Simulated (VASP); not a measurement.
# Co4F (Im-3m) in VASP: further runs, part 2 of 3

VASP 6.6.1. Earlier steps stand in the parts before.

## (3) Single point, PBE, collinear spin, ferromagnetic start

This run uses another cell than the first one, of 13.02 Å³/atom.

INCAR reads:

```
SYSTEM = Co4F
PREC = Accurate ; ENCUT = 520
EDIFF = 1E-7 ; ISMEAR = 0
SIGMA = 0.1 ; LREAL = .False.
LASPH = .True. ; NELM = 150
ALGO = Normal ; ISIF = 2
LWAVE = .False. ; LCHARG = .True.
ISPIN = 2 ; MAGMOM = 3 3 3 3 0
LORBIT = 11 ; LMAXMIX = 4
GGA = PE ; LELF = .True.
LVHAR = .True. ; NBANDS = 34
```

KPOINTS reads:

```
regular mesh
0
Gamma
  6 6 6
  0 0 0
```

POSCAR reads:

```
Co4F
1.0
   -2.5339942363      2.5339942363      2.5339942363
    2.5339942363     -2.5339942363      2.5339942363
    2.5339942363      2.5339942363     -2.5339942363
Co F
4 1
Direct
    0.0000000000      0.0000000000      0.5000000000
    0.5000000000      0.0000000000      0.0000000000
    0.5000000000      0.5000000000      0.5000000000
    0.0000000000      0.5000000000      0.0000000000
    0.0000000000      0.0000000000      0.0000000000
```

Potentials or basis: VASP PAW PBE potentials, release 64 (Co, F).

Launch:

```bash
cat potpaw_PBE.64/Co/POTCAR potpaw_PBE.64/F/POTCAR > POTCAR
mpirun -np 1 vasp_std > vasp.out
```

OUTCAR:

```text
SYSTEM = Co4F
   PREC = Accurate
   ENCUT = 520
   EDIFF = 1E-7
   ISMEAR = 0
   LREAL = .False.
   LASPH = .True.
   NELM = 150
   ISIF = 2
   ISPIN = 2
   LORBIT = 11
   GGA = PE

 ion  position               nearest neighbor table
   1  0.000  0.000  0.500-   5 2.19   5 2.19   4 2.53   2 2.53   3 2.53   4 2.53   2 2.53   3 2.53

   2  0.500  0.000  0.000-   5 2.19   5 2.19   4 2.53   1 2.53   3 2.53   3 2.53   1 2.53   4 2.53

   3  0.500  0.500  0.500-   5 2.19   5 2.19   4 2.53   1 2.53   2 2.53   4 2.53   1 2.53   2 2.53

   4  0.000  0.500  0.000-   5 2.19   5 2.19   3 2.53   1 2.53   2 2.53   1 2.53   3 2.53   2 2.53

   5  0.000  0.000  0.000-   1 2.19   2 2.19   3 2.19   4 2.19   1 2.19   4 2.19   2 2.19   3 2.19

  LATTYP: Found a body centered cubic cell.
 ALAT       =     5.0679884726

  Lattice vectors:

 A1 = (  -2.5339942363,   2.5339942363,   2.5339942363)
 A2 = (   2.5339942363,  -2.5339942363,   2.5339942363)
 A3 = (   2.5339942363,   2.5339942363,  -2.5339942363)

Analysis of symmetry for initial positions (statically):
=====================================================================
 Subroutine PRICEL returns:
 Original cell was already a primitive cell.

 Routine SETGRP: Setting up the symmetry group for a
 body centered cubic supercell.

 Subroutine GETGRP returns: Found 48 space group operations
 (whereof 48 operations were pure point group operations)
 out of a pool of 48 trial point group operations.

The static configuration has the point symmetry O_h .

Analysis of symmetry for dynamics (positions and initial velocities):
=====================================================================
 Subroutine PRICEL returns:
 Original cell was already a primitive cell.

 Routine SETGRP: Setting up the symmetry group for a
 body centered cubic supercell.

 Subroutine GETGRP returns: Found 48 space group operations
 (whereof 48 operations were pure point group operations)
 out of a pool of 48 trial point group operations.

The dynamic configuration has the point symmetry O_h .

Analysis of structural, dynamic, and magnetic symmetry:
=====================================================================
 Subroutine PRICEL returns:
 Original cell was already a primitive cell.

 Routine SETGRP: Setting up the symmetry group for a
 body centered cubic supercell.

 Subroutine GETGRP returns: Found 48 space group operations
 (whereof 48 operations were pure point group operations)
 out of a pool of 48 trial point group operations.

The overall configuration has the point symmetry O_h .

 Subroutine INISYM returns: Found 48 space group operations
 (whereof 48 operations are pure point group operations),
 and found     1 'primitive' translations

----------------------------------------------------------------------------------------

                                     Primitive cell

  volume of cell :      65.0844

  direct lattice vectors                    reciprocal lattice vectors
    -2.533994236  2.533994236  2.533994236     0.000000000  0.197316944  0.197316944
     2.533994236 -2.533994236  2.533994236     0.197316944  0.000000000  0.197316944
     2.533994236  2.533994236 -2.533994236     0.197316944  0.197316944  0.000000000

  length of vectors
     4.389006763  4.389006763  4.389006763     0.279048299  0.279048299  0.279048299
[... 83 lines left out ...]
   NFREE  =      0    steps in history (QN), initial steepest desc. (CG)
   ISIF   =      2    stress and relaxation
   ISYM   =      2    0-nonsym 1-usesym 2-fastsym
   POTIM  = 0.5000    time-step for ionic-motion
   TEBEG  =    0.0;   TEEND  =   0.0 temperature during run
   PSTRESS=    0.0 pullay stress
   NELECT =      43.0000    total number of electrons
   NUPDOWN=      -1.0000    fix difference up-down
   EMIN   =  10.00;   EMAX   =-10.00  energy-range for DOS
   EFERMI =   0.00;   METHOD = LEGACY
   ISMEAR =     0;   SIGMA  =   0.10  broadening in eV -4-tet -1-fermi 0-gaus
   EFERMI_NEDOS =   21; number of points for ismear=-14 and -15
   IALGO  =     38    algorithm
   IMIX   =      4    mixing-type and parameters
     AMIX     =   0.40;   BMIX     =  1.00
     AMIX_MAG =   1.60;   BMIX_MAG =  1.00
  volume/ion in A,a.u.               =      13.02        87.84
  Fermi-wavevector in a.u.,A,eV,Ry     =   1.425844  2.694455 27.661070  2.033031
  Thomas-Fermi vector in A             =   2.546185
   LORBIT       =     11    0 simple, 1 ext, 2 COOP (PROOUT), +10 PAW based schemes
   GGA     = PE    functional components
   LHFCALC =     F    Hartree Fock is set to
   AEXX    =    0.0000 exact exchange contribution
   IVDW    =     0    specifies the selected vdW correction
   LEPSILON=     F    determine dielectric tensor
   LRPA    =     F    only Hartree local field effects (RPA)
 spin polarized calculation
 Gauss-broadening in eV      SIGMA  =   0.10
  energy-cutoff  :      520.00
  volume of cell :       65.08
 maximum number of plane-waves:      1770
 NGX is ok and might be reduce to    36
   NGX = 17   NGY = 17   NGZ = 17

 number of electron      43.0000000 magnetization      12.0000000

 number of electron      43.0000006 magnetization       8.1443083

 Free energy of the ion-electron system (eV)
  ---------------------------------------------------
  ext. energy  EPLUGINS =         0.00000000
  ---------------------------------------------------
  free energy    TOTEN  =       -26.35471840 eV

  energy without entropy =      -26.31262244  energy(sigma->0) =      -26.33367042

 E-fermi :   7.0467     XC(G=0): -11.6995

 val. band max:        7.0463102590   @ k =   0.3333   0.3333   0.0000
 cond. band min:       7.0523800022   @ k =   0.5000   0.0000   0.0000
 fundamental gap:      0.0060697432
 Fermi energy:         7.0466642461

 spin component 1

 k-point     1 :       0.0000    0.0000    0.0000
  band No.  band energies     occupation
      1     -19.3244      1.00000
      2      -1.0682      1.00000
      3      -1.0682      1.00000
      4      -1.0682      1.00000
      5       0.6230      1.00000
      6       2.8030      1.00000
[... 565 lines left out ...]
     32      15.5879      0.00000
     33      15.5879      0.00000
 Fermi energy:         7.0466642461

 spin component 2

 k-point     1 :       0.0000    0.0000    0.0000
  band No.  band energies     occupation
      1     -19.0341      1.00000
      2      -0.7910      1.00000
      3      -0.7910      1.00000
      4      -0.7910      1.00000
      5       0.8577      1.00000
      6       4.2040      1.00000
[... 565 lines left out ...]
     32      15.9290      0.00000
     33      15.9290      0.00000
 [bands above 33 left out]

------------------------ aborting loop because EDIFF is reached ----------------------------------------

  FORCE on cell =-STRESS in cart. coord.  units (eV):
  Direction    XX          YY          ZZ          XY          YZ          ZX
  --------------------------------------------------------------------------------------
  -------------------------------------------------------------------------------------
  Total       -0.1488785     -0.1488785     -0.1488785      0.0000000     -0.0000000      0.0000000
  in kB       -3.6649310     -3.6649310     -3.6649310      0.0000000     -0.0000000      0.0000000
  external PRESSURE =      -3.6649310 kB  Pullay stress =       0.0000000 kB

 VOLUME and BASIS-vectors are now :
 -----------------------------------------------------------------------------
  energy-cutoff  :      520.00
  volume of cell :       65.08
      direct lattice vectors                 reciprocal lattice vectors
    -2.533994236  2.533994236  2.533994236     0.000000000  0.197316944  0.197316944
     2.533994236 -2.533994236  2.533994236     0.197316944  0.000000000  0.197316944
     2.533994236  2.533994236 -2.533994236     0.197316944  0.197316944  0.000000000

 POSITION                                       TOTAL-FORCE (eV/Angst)
 -----------------------------------------------------------------------------------
      1.26700      1.26700     -1.26700        -0.000000     -0.000000      0.000000
     -1.26700      1.26700      1.26700         0.000000     -0.000000     -0.000000
      1.26700      1.26700      1.26700        -0.000000      0.000000      0.000000
      1.26700     -1.26700      1.26700         0.000000      0.000000      0.000000
      0.00000      0.00000      0.00000         0.000000     -0.000000      0.000000
 -----------------------------------------------------------------------------------
    total drift:                               -0.000000     -0.000000      0.000000

  FREE ENERGIE OF THE ION-ELECTRON SYSTEM (eV)
  ---------------------------------------------------
  free  energy   TOTEN  =       -26.3547183981 eV

  energy  without entropy=      -26.3126224409  energy(sigma->0) =      -26.33367042

 total charge

# of ion       s       p       d       tot
------------------------------------------
    1        0.404   0.288   7.236   7.927
    2        0.404   0.288   7.236   7.927
    3        0.404   0.288   7.236   7.927
    4        0.404   0.288   7.236   7.927
    5        1.780   4.298   0.000   6.078
--------------------------------------------------
tot          3.394   5.449  28.944  37.787

 magnetization (x)

# of ion       s       p       d       tot
------------------------------------------
    1        0.004  -0.004   2.012   2.011
    2        0.004  -0.004   2.012   2.011
    3        0.004  -0.004   2.012   2.011
    4        0.004  -0.004   2.012   2.011
    5        0.005   0.147   0.000   0.151
--------------------------------------------------
tot          0.020   0.131   8.047   8.197
```

Wall time 57 s (1 thread of AMD EPYC 9R45 (Zen 5), shared host); peak memory 0.23 GiB.

Results:

```yaml
Free_energy: -26.3547 eV
Pressure: -0.4 GPa
Net_moment: 8.14 μB per cell
Site_moments: Co +2.01; F +0.15 μB
Valence_electrons_inside_the_program's_atomic_spheres: Co 7.93; F 6.08
```

Levels at points of the mesh, in eV from the Fermi level:
Spin up:
```
           k point  band 21  band 22  band 23  band 24  band 25  band 26  band 27  band 28  band 29  band 30
(0.00, 0.00, 0.00)    -1.55    -1.55    -0.69    -0.69    -0.69     3.88     3.88     3.88     6.74     6.74
(0.50, 0.00, 0.00)    -1.83    -1.76    -1.72    -1.60    -1.26    -0.39     3.05     3.90     4.30     5.10
(0.50, 0.50, 0.50)    -1.39    -1.39    -1.24    -1.24    -0.64    -0.64     2.72     2.98     2.98     2.98
```
Spin down:
```tsv
k point	band 14	band 15	band 16	band 17	band 18	band 19	band 20	band 21
(0.00, 0.00, 0.00)	0.02	0.02	0.02	0.13	0.13	0.13	0.84	0.84
(0.50, 0.00, 0.00)	-0.84	-0.81	-0.60	-0.24	-0.22	-0.08	0.01	0.22
(0.50, 0.50, 0.50)	-0.98	-0.98	-0.14	-0.14	-0.14	0.79	0.79	0.90
```

With open d or f shells a metallic result of PBE can be an artefact of self-interaction; +U or a hybrid may open a gap.

[end of part 2 of 3]
